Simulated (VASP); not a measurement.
# Al (P6_3/mmc) in VASP: further runs

Al is run at these levels: PBEsol; tasks: single point.

Program: VASP 6.6.1. These are calculated values, not measurements. Logs are shortened: lines on timing, memory, paths and dates and some standing lists are left out, and cuts for length are marked.

**1. The cell of the first run**

Symmetry: P6_3/mmc, No. 194, hexagonal system. The conventional cell has a = 2.708 Å, b = 2.708 Å, c = 4.869 Å, α = 90.00°, β = 90.00°, γ = 120.00°. Al (site symmetry -6m2) has 12 Al at 2.71 to 2.89 Å within 3.6 Å.

This isn't the form of Al at room conditions, which is fcc.

**2. Single point, PBEsol (strain -0.050 along x and y, +0.050 along z)**

Input file INCAR:

```
PREC = Accurate ; ENCUT = 520
EDIFF = 1E-7 ; ISMEAR = 0
SIGMA = 0.15 ; LREAL = False
LASPH = True ; NELM = 80
ALGO = Fast ; ISIF = 2
LWAVE = False ; LCHARG = False
GGA = PS ; NBANDS = 10
```

Input file KPOINTS:

```
Automatic mesh
0
Gamma
  24 24 14
```

Input file POSCAR:

```
Al
1.0
    2.7075666717      0.0000000000      0.0000000000
   -1.3537833358      2.3448215201      0.0000000000
    0.0000000000      0.0000000000      4.8691820937
Al
2
Direct
    0.6666666667      0.3333333333      0.7500000000
    0.3333333333      0.6666666667      0.2500000000
```

Potentials or basis: VASP PAW PBE potentials, release 64 (Al).

On the command line:

```
$ cat potpaw_PBE.64/Al/POTCAR > POTCAR
$ mpirun -np 1 vasp_std > vasp.out
```

OUTCAR:

```text
PREC = Accurate
   ENCUT = 520
   EDIFF = 1E-7
   ISMEAR = 0
   LREAL = False
   LASPH = True
   NELM = 80
   ISIF = 2
   GGA = PS

 ion  position               nearest neighbor table
   1  0.667  0.333  0.750-   2 2.89   2 2.89   2 2.89   2 2.89   2 2.89   2 2.89
   2  0.333  0.667  0.250-   1 2.89   1 2.89   1 2.89   1 2.89   1 2.89   1 2.89

  LATTYP: Found a hexagonal cell.
 ALAT       =     2.7075666717
 C/A-ratio  =     1.7983609211

  Lattice vectors:

 A1 = (   2.7075666717,   0.0000000000,   0.0000000000)
 A2 = (  -1.3537833358,   2.3448215201,   0.0000000000)
 A3 = (   0.0000000000,   0.0000000000,   4.8691820937)

Analysis of symmetry for initial positions (statically):
=====================================================================
 Subroutine PRICEL returns:
 Original cell was already a primitive cell.

 Routine SETGRP: Setting up the symmetry group for a
 hexagonal supercell.

 Subroutine GETGRP returns: Found 24 space group operations
 (whereof 12 operations were pure point group operations)
 out of a pool of 24 trial point group operations.

The static configuration has the point symmetry D_3d.
 The point group associated with its full space group is D_6h.

Analysis of symmetry for dynamics (positions and initial velocities):
=====================================================================
 Subroutine PRICEL returns:
 Original cell was already a primitive cell.

 Routine SETGRP: Setting up the symmetry group for a
 hexagonal supercell.

 Subroutine GETGRP returns: Found 24 space group operations
 (whereof 12 operations were pure point group operations)
 out of a pool of 24 trial point group operations.

The dynamic configuration has the point symmetry D_3d.
 The point group associated with its full space group is D_6h.

 Subroutine INISYM returns: Found 24 space group operations
 (whereof 12 operations are pure point group operations),
 and found     1 'primitive' translations

----------------------------------------------------------------------------------------

                                     Primitive cell

  volume of cell :      30.9133

  direct lattice vectors                    reciprocal lattice vectors
     2.707566672  0.000000000  0.000000000     0.369335319  0.213235846  0.000000000
    -1.353783336  2.344821520  0.000000000     0.000000000  0.426471692  0.000000000
     0.000000000  0.000000000  4.869182094     0.000000000  0.000000000  0.205373301

  length of vectors
     2.707566672  2.707566672  4.869182094     0.426471692  0.426471692  0.205373301

  position of ions in fractional coordinates (direct lattice)
     0.666666667  0.333333333  0.750000000
     0.333333333  0.666666667  0.250000000

  ion indices of the primitive-cell ions
   primitive index   ion index
                 1           1
                 2           2

----------------------------------------------------------------------------------------

 KPOINTS: Automatic mesh

Automatic generation of k-mesh.
 Grid dimensions read from file:
 generate k-points for:   24   24   14

 Generating k-lattice:

  Cartesian coordinates                     Fractional coordinates (reciprocal lattice)
     0.015388972  0.008884827  0.000000000     0.041666667  0.000000000  0.000000000
     0.000000000  0.017769654  0.000000000     0.000000000  0.041666667  0.000000000
     0.000000000  0.000000000  0.014669522     0.000000000  0.000000000  0.071428571

  Length of vectors
     0.017769654  0.017769654  0.014669522

  Shift w.r.t. Gamma in fractional coordinates (k-lattice)
     0.000000000  0.000000000  0.000000000

 Subroutine IBZKPT returns following result:
 ===========================================

 Found    488 irreducible k-points:

 Following reciprocal coordinates:
            Coordinates               Weight
  0.000000  0.000000  0.000000      1.000000
  0.041667  0.000000  0.000000      6.000000
  0.083333 -0.000000  0.000000      6.000000
  0.125000 -0.000000  0.000000      6.000000
  0.166667 -0.000000  0.000000      6.000000
  0.208333 -0.000000  0.000000      6.000000
[... 16 lines left out ...]
  0.416667  0.041667  0.000000     12.000000
  0.458333  0.041667  0.000000     12.000000
 [... further k-points ...]
   k-points           NKPTS =    488   k-points in BZ     NKDIM =    488   number of bands    NBANDS=     10
   number of dos      NEDOS =    301   number of ions     NIONS =      2
   total plane-waves  NPLWV =  14400
   dimension x,y,z NGX =    20 NGY =   20 NGZ =   36
   dimension x,y,z NGXF=    40 NGYF=   40 NGZF=   72
   ions per type =               2
   NGX,Y,Z   is equivalent  to a cutoff of  12.28, 12.28, 12.29 a.u.
   NGXF,Y,Z  is equivalent  to a cutoff of  24.56, 24.56, 24.58 a.u.
 SYSTEM =  unknown system
   PREC   = accura    normal or accurate (medium, high low for compatibility)
   ISTART =      0    job   : 0-new  1-cont  2-samecut
   ICHARG =      2    charge: 1-file 2-atom 10-const
   ISPIN  =      1    spin polarized calculation?
   LNONCOLLINEAR =      F non collinear calculations
   LSORBIT =      F    spin-orbit coupling
   LASPH  =      T    aspherical Exc in radial PAW
   ENCUT  =  520.0 eV  38.22 Ry    6.18 a.u.   5.03  5.03  9.05*2*pi/ulx,y,z
   NELM   =     80;   NELMIN=  2; NELMDL= -5     # of ELM steps
   EDIFF  = 0.1E-06   stopping-criterion for ELM
   LREAL  =      F    real-space projection
   EDIFFG = 0.1E-05   stopping-criterion for IOM
   NSW    =      0    number of steps for IOM
   IBRION =     -1    ionic relax: 0-MD 1-quasi-New 2-CG
   NFREE  =      0    steps in history (QN), initial steepest desc. (CG)
   ISIF   =      2    stress and relaxation
   ISYM   =      2    0-nonsym 1-usesym 2-fastsym
   POTIM  = 0.5000    time-step for ionic-motion
   TEBEG  =    0.0;   TEEND  =   0.0 temperature during run
   PSTRESS=    0.0 pullay stress
   NELECT =       6.0000    total number of electrons
   NUPDOWN=      -1.0000    fix difference up-down
   EMIN   =  10.00;   EMAX   =-10.00  energy-range for DOS
   EFERMI =   0.00;   METHOD = LEGACY
   ISMEAR =     0;   SIGMA  =   0.15  broadening in eV -4-tet -1-fermi 0-gaus
   EFERMI_NEDOS =   21; number of points for ismear=-14 and -15
   IALGO  =     68    algorithm
   IMIX   =      4    mixing-type and parameters
     AMIX     =   0.40;   BMIX     =  1.00
     AMIX_MAG =   1.60;   BMIX_MAG =  1.00
  volume/ion in A,a.u.               =      15.46       104.31
  Fermi-wavevector in a.u.,A,eV,Ry     =   0.947859  1.791193 12.223965  0.898436
  Thomas-Fermi vector in A             =   2.075992
   LORBIT       =      0    0 simple, 1 ext, 2 COOP (PROOUT), +10 PAW based schemes
   GGA     = PS    functional components
   LHFCALC =     F    Hartree Fock is set to
   AEXX    =    0.0000 exact exchange contribution
   IVDW    =     0    specifies the selected vdW correction
   LEPSILON=     F    determine dielectric tensor
   LRPA    =     F    only Hartree local field effects (RPA)
 non-spin polarized calculation
 RMM-DIIS sequential band-by-band and
 Gauss-broadening in eV      SIGMA  =   0.15
  energy-cutoff  :      520.00
  volume of cell :       30.91
 maximum number of plane-waves:       855
   NGX = 11   NGY = 11   NGZ = 19

 number of electron       6.0000000 magnetization

 Free energy of the ion-electron system (eV)
  ---------------------------------------------------
  ext. energy  EPLUGINS =         0.00000000
  ---------------------------------------------------
  free energy    TOTEN  =        -8.05176609 eV

  energy without entropy =       -8.04290426  energy(sigma->0) =       -8.04733517

 E-fermi :   8.6114     XC(G=0): -10.4935

 val. band max:        8.6101291367   @ k =   0.0833   0.0833   0.3571
 cond. band min:       8.6168415559   @ k =   0.3750   0.0833   0.0714
 fundamental gap:      0.0067124192
 Fermi energy:         8.6114482512

 k-point     1 :       0.0000    0.0000    0.0000
  band No.  band energies     occupation
      1      -2.9515      2.00000
      2       2.9933      2.00000
      3       3.3055      2.00000
      4      19.3518      0.00000
      5      20.5699      0.00000
      6      21.2362      0.00000
      7      21.2362      0.00000
      8      21.3910      0.00000
      9      21.3910      0.00000
     10      24.6911      0.00000

 k-point     2 :       0.0417    0.0000    0.0000
  band No.  band energies     occupation
      1      -2.9048      2.00000
      2       3.0389      2.00000
      3       3.3490      2.00000
      4      19.1953      0.00000
      5      20.1749      0.00000
      6      20.4377      0.00000
      7      20.6051      0.00000
      8      21.6608      0.00000
      9      22.2355      0.00000
     10      24.7713      0.00000

 k-point     3 :       0.0833   -0.0000    0.0000
  band No.  band energies     occupation
      1      -2.7648      2.00000
      2       3.1755      2.00000
      3       3.4795      2.00000
      4      18.0825      0.00000
      5      19.6203      0.00000
      6      19.6346      0.00000
      7      20.7092      0.00000
      8      21.1514      0.00000
      9      23.0786      0.00000
     10      23.7436      0.00000

 k-point     4 :       0.1250   -0.0000    0.0000
  band No.  band energies     occupation
      1      -2.5318      2.00000
      2       3.4021      2.00000
      3       3.6971      2.00000
      4      16.4504      0.00000
      5      18.9044      0.00000
      6      19.4062      0.00000
      7      20.3376      0.00000
      8      20.8682      0.00000
      9      22.4497      0.00000
     10      22.8193      0.00000
[... 222 lines left out ...]
 k-point    22 :       0.3750    0.0417    0.0000
  band No.  band energies     occupation
      1       1.2253      2.00000
      2       6.1200      2.00000
      3       7.2640      2.00000
      4       7.6127      2.00000
      5      12.1858      0.00000
      6      12.5602      0.00000
      7      15.2534      0.00000
      8      18.4575      0.00000
      9      20.1947      0.00000
     10      20.7671      0.00000

 k-point    23 :       0.4167    0.0417    0.0000
  band No.  band energies     occupation
      1       2.1220      2.00000
      2       5.2191      2.00000
      3       8.1158      2.00000
      4       8.1248      2.00000
      5      11.1094      0.00000
      6      11.3503      0.00000
      7      15.0631      0.00000
      8      18.3023      0.00000
      9      20.0713      0.00000
     10      20.5899      0.00000

 k-point    24 :       0.4583    0.0417    0.0000
  band No.  band energies     occupation
      1       3.0961      2.00000
      2       4.1416      2.00000
      3       8.8714      0.01427
      4       9.0233      0.00010
      5      10.1656      0.00000
      6      10.2770      0.00000
      7      14.9701      0.00000
      8      18.2233      0.00000
      9      20.0089      0.00000
     10      20.5011      0.00000

 [... further k-points ...]
[... 5 lines left out ...]
  --------------------------------------------------------------------------------------
  -------------------------------------------------------------------------------------
  Total        1.6818776      1.6818776      0.0923405      0.0000000     -0.0000000      0.0000000
  in kB       87.1685848     87.1685848      4.7858350      0.0000000     -0.0000000      0.0000000
  external PRESSURE =      59.7076682 kB  Pullay stress =       0.0000000 kB

 VOLUME and BASIS-vectors are now :
 -----------------------------------------------------------------------------
  energy-cutoff  :      520.00
  volume of cell :       30.91
      direct lattice vectors                 reciprocal lattice vectors
     2.707566672  0.000000000  0.000000000     0.369335319  0.213235846  0.000000000
    -1.353783336  2.344821520  0.000000000     0.000000000  0.426471692  0.000000000
     0.000000000  0.000000000  4.869182094     0.000000000  0.000000000  0.205373301

 POSITION                                       TOTAL-FORCE (eV/Angst)
 -----------------------------------------------------------------------------------
      1.35378      0.78161      3.65189        -0.000000      0.000000      0.000000
     -0.00000      1.56321      1.21730         0.000000     -0.000000      0.000000
 -----------------------------------------------------------------------------------
    total drift:                               -0.000000      0.000000     -0.000000

  FREE ENERGIE OF THE ION-ELECTRON SYSTEM (eV)
  ---------------------------------------------------
  free  energy   TOTEN  =        -8.0517660862 eV

  energy  without entropy=       -8.0429042632  energy(sigma->0) =       -8.04733517
```

It took 3.3 min on 1 thread of Intel Xeon 8259CL, shared host; peak memory 0.23 GiB.

What came out:

| Item | Value |
| --- | --- |
| Free energy | -8.0518 eV |
| Pressure | 6.0 GPa |
| Band gap on the k mesh | zero (bands 3 and 4 overlap by 6.49 eV) |

Caveat: the cell differs from its parent crystal (strain -0.050 along x and y, +0.050 along z); the cell stands under pressure; the PAW data sets were made with another functional, which shifts forces and pressure a little.

**3. Single point, PBEsol (strain +0.000 along x and y, -0.050 along z)**

Input file INCAR:

```
SYSTEM = Al
PREC     = Accurate       ! precision mode
ENCUT    = 520            ! plane-wave cutoff, eV
EDIFF    = 1E-7           ! SCF threshold, eV
ISMEAR   = 0              ! smearing method
SIGMA    = 0.15           ! smearing width, eV
LREAL    = .False.        ! projectors in reciprocal space
LASPH    = .True.         ! aspherical terms in the spheres
NELM     = 80             ! most SCF steps
ALGO     = Fast           ! electronic algorithm
ISIF     = 2              ! what is computed and relaxed
LWAVE    = .False.        ! write WAVECAR
LCHARG   = .False.        ! write CHGCAR
GGA      = PS             ! functional
NBANDS   = 10             ! bands
```

Input file KPOINTS:

```
regular mesh
0
Gamma
  24 24 14
  0 0 0
```

Input file POSCAR:

```
Al
1.0
    2.8500701807      0.0000000000      0.0000000000
   -1.4250350903      2.4682331791      0.0000000000
    0.0000000000      0.0000000000      4.4054504657
Al
2
Direct
    0.6666666667      0.3333333333      0.7500000000
    0.3333333333      0.6666666667      0.2500000000
```

Potentials or basis: VASP PAW PBE potentials, release 64 (Al).

On the command line:

```
$ cat potpaw_PBE.64/Al/POTCAR > POTCAR
$ mpirun -np 1 vasp_std > vasp.out
```

OUTCAR:

```text
SYSTEM = Al
   PREC = Accurate
   ENCUT = 520
   EDIFF = 1E-7
   ISMEAR = 0
   LREAL = .False.
   LASPH = .True.
   NELM = 80
   ISIF = 2
   GGA = PS

 ion  position               nearest neighbor table
   1  0.667  0.333  0.750-   2 2.75   2 2.75   2 2.75   2 2.75   2 2.75   2 2.75
   2  0.333  0.667  0.250-   1 2.75   1 2.75   1 2.75   1 2.75   1 2.75   1 2.75

  LATTYP: Found a hexagonal cell.
 ALAT       =     2.8500701807
 C/A-ratio  =     1.5457340298

  Lattice vectors:

 A1 = (   2.8500701807,   0.0000000000,   0.0000000000)
 A2 = (  -1.4250350903,   2.4682331791,   0.0000000000)
[... 494 lines left out ...]
      7      13.3248      0.00000
      8      16.5492      0.00000
      9      19.3818      0.00000
     10      20.1910      0.00000

 [... further k-points ...]
[... 5 lines left out ...]
  --------------------------------------------------------------------------------------
  -------------------------------------------------------------------------------------
  Total        0.5879803      0.5879803      1.6987912      0.0000000     -0.0000000      0.0000000
  in kB       30.3977415     30.3977415     87.8250752      0.0000000     -0.0000000      0.0000000
  external PRESSURE =      49.5401860 kB  Pullay stress =       0.0000000 kB

 VOLUME and BASIS-vectors are now :
 -----------------------------------------------------------------------------
  energy-cutoff  :      520.00
  volume of cell :       30.99
      direct lattice vectors                 reciprocal lattice vectors
     2.850070181  0.000000000  0.000000000     0.350868553  0.202574053  0.000000000
    -1.425035090  2.468233179  0.000000000     0.000000000  0.405148107  0.000000000
     0.000000000  0.000000000  4.405450466     0.000000000  0.000000000  0.226991543

 POSITION                                       TOTAL-FORCE (eV/Angst)
 -----------------------------------------------------------------------------------
      1.42504      0.82274      3.30409        -0.000000      0.000000      0.000000
     -0.00000      1.64549      1.10136         0.000000      0.000000      0.000000
 -----------------------------------------------------------------------------------
    total drift:                               -0.000000      0.000000     -0.000000

  FREE ENERGIE OF THE ION-ELECTRON SYSTEM (eV)
  ---------------------------------------------------
  free  energy   TOTEN  =        -8.0765152210 eV

  energy  without entropy=       -8.0671012309  energy(sigma->0) =       -8.07180823
```

OSZICAR:

```text
N       E                     dE             d eps       ncg     rms          rms(c)
DAV:   1    -0.616152637946E+00   -0.61615E+00   -0.23424E+03  9768   0.476E+02
DAV:   2    -0.798896376873E+01   -0.73728E+01   -0.70957E+01 12864   0.551E+01
DAV:   3    -0.813973201961E+01   -0.15077E+00   -0.14913E+00 12606   0.641E+00
DAV:   4    -0.814035510021E+01   -0.62308E-03   -0.62301E-03 11672   0.460E-01
DAV:   5    -0.814036016058E+01   -0.50604E-05   -0.50599E-05 11890   0.424E-02    0.212E+00
RMM:   6    -0.810195166728E+01    0.38408E-01   -0.33312E-03  9865   0.302E-01    0.122E+00
RMM:   7    -0.807658625801E+01    0.25365E-01   -0.91073E-03 10255   0.491E-01    0.171E-01
RMM:   8    -0.807650975790E+01    0.76500E-04   -0.52337E-04 10679   0.147E-01    0.267E-02
RMM:   9    -0.807651798383E+01   -0.82259E-05   -0.82570E-05 11234   0.657E-02    0.281E-02
RMM:  10    -0.807652005064E+01   -0.20668E-05   -0.11244E-05 11344   0.225E-02    0.742E-02
RMM:  11    -0.807651626313E+01    0.37875E-05   -0.23268E-06 11355   0.894E-03    0.455E-02
RMM:  12    -0.807651550944E+01    0.75369E-06   -0.59018E-07 11283   0.502E-03    0.196E-02
RMM:  13    -0.807651525366E+01    0.25578E-06   -0.10970E-07  8997   0.198E-03    0.104E-02
RMM:  14    -0.807651522098E+01    0.32680E-07   -0.33644E-08  6732   0.140E-03
   1 F= -.80765152E+01 E0= -.80718082E+01  d E =-.941399E-02
```

stdout:

```text
POSCAR found type information on POSCAR Al
 POSCAR found :  1 types and       2 ions
 scaLAPACK will be used
 -----------------------------------------------------------------------------
|                                                                             |
|                                                                             |
|     You enforced a specific xc type in the INCAR file but a different       |
|     I HOPE YOU KNOW WHAT YOU ARE DOING!                                     |
|                                                                             |
 -----------------------------------------------------------------------------

 LDA part: xc-table for (Slater+PW92), standard interpolation
 POSCAR, INCAR and KPOINTS ok, starting setup
 FFT: planning ... GRIDC
 FFT: planning ... GRID_SOFT
 FFT: planning ... GRID
 WAVECAR not read
 entering main loop
```

It took 3.9 min on 1 thread of Intel Xeon 8259CL, shared host; peak memory 0.24 GiB.

Results:

```
Free energy            : -8.0765 eV
Pressure               : 5.0 GPa
Band gap on the k mesh : zero (bands 3 and 4 overlap by 8.47 eV)
```

Levels at points of the mesh, in eV from the Fermi level:
```csv
k point,band 1,band 2,band 3,band 4,band 5,band 6
"(0.00, 0.00, 0.00)",-11.57,-4.50,-3.77,10.16,10.16,10.60
"(0.50, 0.00, 0.00)",-5.75,-5.54,0.67,1.54,1.79,2.28
"(0.00, 0.00, 0.50)",-9.68,-9.68,4.67,4.67,11.49,11.49
"(0.50, 0.00, 0.50)",-4.20,-4.20,-3.39,-3.39,6.82,6.82
```

Caveat: the cell differs from its parent crystal (strain +0.000 along x and y, -0.050 along z); the cell stands under pressure; the PAW data sets were made with another functional, which shifts forces and pressure a little.

(Part 1 of 2 ends here.)
